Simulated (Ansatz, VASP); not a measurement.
MoS2: VASP beside Ansatz

POSCAR

```
MoS2
1.0
    3.2274650000      0.0000000000      0.0000000000
   -1.6137320000      2.7950660000      0.0000000000
    0.0000000000      0.0000000000      6.3124730000
Mo S
1 2
Direct
    0.0000000000      0.0000000000      0.5000000000
    0.3333330000      0.6666670000      0.2553190000
    0.6666670000      0.3333330000      0.7446810000
```

The input INCAR.step1:

```
PREC = Accurate ; ENCUT = 520
ISMEAR = 1 ; SIGMA = 0.1
LREAL = F ; LASPH = T
NELM = 80 ; NBANDS = 20
GGA = PE ; ALGO = Normal
EDIFF = 1E-4 ; LWAVE = T
LCHARG = F
```

Contents of INCAR.step2:

```
PREC = Accurate ; ENCUT = 520
EDIFF = 1E-6 ; ISMEAR = 1
SIGMA = 0.1 ; LREAL = F
LASPH = T ; NELM = 80
ALGO = Normal ; ISIF = 2
LWAVE = F ; LCHARG = T
METAGGA = R2SCAN ; LMIXTAU = T
LELF = T ; LVHAR = T
NBANDS = 20 ; ISTART = 1
```

KPOINTS

```
regular mesh
0
Gamma
  8 8 4
```

Input for Ansatz:

```yaml
crystal:
  lattice:
    - [3.227465, 0.0, 0.0]
    - [-1.613732, 2.795066, 0.0]
    - [0.0, 0.0, 6.312473]
  atoms:
    - { symbol: Mo, position: [0.0, 0.0, 0.5] }
    - { symbol: S, position: [0.333333, 0.666667, 0.255319] }
    - { symbol: S, position: [0.666667, 0.333333, 0.744681] }
kpoints:
  mp_grid: { grid: [8, 8, 4] }
hamiltonian:
  xc: r2scan
scf:
  occupations: { method: cold, width: 0.1 }
basis:
  ecutwfc: "23 Ha"
output:
  forces: true
  stress: true
```

Alike in both runs: task single point; functional r2SCAN; k mesh 8 × 8 × 4; no spin polarisation.

|  | VASP | Ansatz |
| --- | --- | --- |
| version | VASP 6.6.1 | Ansatz 0.2.0 |
| potentials or method | VASP PAW PBE potentials, release 64 (Mo_sv, S), cutoff 520 eV | plane waves, PAW |
| occupations | methfessel-paxton of order 1, width 0.1 eV | cold, width 0.1 eV |
| valence electrons in the cell | 26 | 26 |

```csv
,VASP,Ansatz,Ansatz less VASP
pressure (GPa),0.1,0.0,-0.04
rms of the force components (eV/Å),0.031,0.028,-0.0027
```

VASP's potentials were made for PBE, not for r2SCAN. Atom by atom the forces differ by 0.003 eV/Å (rms over components). Ansatz's warnings: structure snapped to symmetry.
